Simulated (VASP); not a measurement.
Wanted: the native input for a VASP 6.6.1 run.

| Property | Result |
| --- | --- |
| Task | single point |
| Functional | PBE |
| Potentials or basis | VASP PAW PBE potentials, release 64 (Mn_pv, Sb) |
| Cutoff | 520 eV |
| k mesh | 10 × 10 × 6 |
| Occupations | gaussian, width 0.05 eV |
| Spin | collinear spin, ferromagnetic start |
| Starting moments | [3.43, 3.43, 0.0, 0.0] μB |
| Dipole correction | no |
| Further INCAR settings | ALGO = Normal; EDIFF = 1e-06; NBANDS = 30 |

The structure of MnSb lies in POSCAR:

```
MnSb
1.0
    4.0183923218      0.0000000000      0.0000000000
   -2.0091961609      3.4800298331      0.0000000000
    0.0000000000      0.0000000000      5.4987648342
Mn Sb
2 2
Direct
    0.0000000000      0.0000000000      0.0000000000
    0.0000000000      0.0000000000      0.5000000000
    0.3333333333      0.6666666667      0.2500000000
    0.6666666667      0.3333333333      0.7500000000
```

The input as run:

INCAR

```
SYSTEM = MnSb
ALGO     = Normal         ! electronic algorithm
EDIFF    = 1E-6           ! SCF threshold, eV
ENCUT    = 520            ! plane-wave cutoff, eV
GGA      = PE             ! functional
ISIF     = 2              ! what is computed and relaxed
ISMEAR   = 0              ! smearing method
ISPIN    = 2              ! spin polarisation
LASPH    = .TRUE.         ! aspherical terms in the spheres
LCHARG   = .FALSE.        ! write CHGCAR
LMAXMIX  = 4              ! l up to which the mixer works
LORBIT   = 11             ! projections on sites
LREAL    = .FALSE.        ! projectors in reciprocal space
LWAVE    = .FALSE.        ! write WAVECAR
MAGMOM   = 3.43 3.43 0 0  ! initial moments
NBANDS   = 30             ! bands
NELM     = 150            ! most SCF steps
PREC     = Accurate       ! precision mode
SIGMA    = 0.05           ! smearing width, eV
```

KPOINTS

```
k-points
0
G
  10 10 6
  0 0 0
```

Potentials or basis: VASP PAW PBE potentials, release 64 (Mn_pv, Sb).

Command:

```console
$ cat potpaw_PBE.64/Mn_pv/POTCAR potpaw_PBE.64/Sb/POTCAR > POTCAR
$ mpirun -np 1 vasp_std > vasp.out
```

Results of the run:

```yaml
Pressure: 4.0 GPa
Net_moment: 6.07 μB per cell
Site_moments: Mn +3.06; Sb -0.11 μB
Valence_electrons_inside_the_program's_atomic_spheres: Mn 11.66; Sb 2.50
```

Caveat: the cell stands under pressure; only a ferromagnetic start was run, and an antiferromagnetic order may lie lower in energy.

Run time: 99 s on 1 thread of AMD EPYC 9R45 96-Core Processor (Zen 5), with other jobs on the host, peak memory 0.31 GiB.
